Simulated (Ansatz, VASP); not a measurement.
**WS2 in VASP and in Ansatz**

```xyz
3
Lattice="3.1255 0.0000 0.0000 -1.5627 2.7067 0.0000 0.0000 0.0000 16.9531" Properties=species:S:1:pos:R:3 pbc="T T T"
W     0.0000    1.8045    0.0000
S     1.5627    0.9022   15.3925
S     1.5627    0.9022    1.5606
```

Alike in both runs: task single point; functional LDA; k mesh 12 × 12 × 2; occupations gaussian, width 0.05 eV; no spin polarisation.

|  | VASP | Ansatz |
| --- | --- | --- |
| version | VASP 6.6.1 | Ansatz 0.2.0 |
| potentials or method | VASP PAW LDA potentials, release 64 (W_sv, S), cutoff 520 eV | scalar-relativistic, plane waves, PAW |
| valence electrons in the cell | 26 | 26 |

Ansatz gave:

| Property | Result |
| --- | --- |
| gap on the k mesh at the Fermi level (eV) | 1.99 |
| least direct gap on the mesh (eV) | 1.99 |
| rms of the force components (eV/Å) | 0.001 |

Estimate VASP's values.

gap on the k mesh at the Fermi level (eV): 2.00; least direct gap on the mesh (eV): 2.00; rms of the force components (eV/Å): 0.022.

LDA's correlation is that of Perdew and Zunger in VASP and of Perdew and Wang (1992) in Ansatz. Atom by atom the forces differ by 0.023 eV/Å (rms over components).

Spin-orbit coupling is off throughout.
